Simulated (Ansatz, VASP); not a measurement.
## Sn in VASP and in Ansatz

```
Sn
1.0
    -2.90610    2.90610    1.58533
     2.90610   -2.90610    1.58533
     2.90610    2.90610   -1.58533
Sn
2
Cartesian
  0.0000 0.0000 0.0000
  0.0000 2.9061 0.7927
```

Change from the starting cell: volume scaled by 0.99.

Alike in both runs: task single point; functional PBE; k mesh 15 × 15 × 15; occupations fermi-dirac, width 0.05 eV; no spin polarisation.

|  | VASP | Ansatz |
| --- | --- | --- |
| version | VASP 6.6.1 | Ansatz 0.2.0 |
| potentials or method | VASP PAW PBE potentials, release 64 (Sn_d), cutoff 520 eV | all-electron LAPW, scalar-relativistic |

|  | VASP | Ansatz | Ansatz less VASP |
| --- | --- | --- | --- |
| pressure (GPa) | 3.2 | 3.3 | +0.06 |
| traceless stress, the component that is largest in VASP (GPa) | -0.70 | -0.70 | +0.001 |

Ansatz ran all-electron here, and VASP with PAW potentials.
